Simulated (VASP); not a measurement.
## PtSe: single point with PBE

PtSe:

```
CELL_PARAMETERS angstrom
0.00000 2.64338 2.64338
2.64338 0.00000 2.64338
2.64338 2.64338 0.00000
ATOMIC_POSITIONS crystal
Pt 0.50000 0.50000 0.50000
Se 0.00000 0.00000 0.00000
```

| Property | Result |
| --- | --- |
| Program | VASP 6.6.1 |
| Task | single point |
| Functional | PBE |
| Potentials or basis | VASP PAW PBE potentials, release 64 (Pt, Se) |
| Cutoff | 520 eV |
| k mesh | 8 × 8 × 8 |
| Occupations | fermi-dirac, width 0.05 eV |
| Spin | no spin polarisation |

The pressure is -0.1 GPa. The band gap on the k mesh is zero (band 8 reaches 10.39 eV, above the bottom of band 9 at 6.07 eV).

Levels at points of the mesh, in eV from the Fermi level:
```tsv
k point	band 6	band 7	band 8	band 9	band 10	band 11
(0.00, 0.00, 0.00)	-3.19	-1.50	-1.50	-1.50	1.28	9.77
(0.50, 0.00, 0.00)	-2.20	-1.73	2.83	2.83	3.24	6.18
(0.50, 0.50, 0.00)	-2.71	-1.86	-1.86	-1.30	0.03	8.42
```

It took 22 s on 1 thread of Intel Xeon 8259CL, with other jobs on the host, peak memory 0.17 GiB.

Caveat: spin-orbit coupling is left out, which moves the levels of the heavy elements.
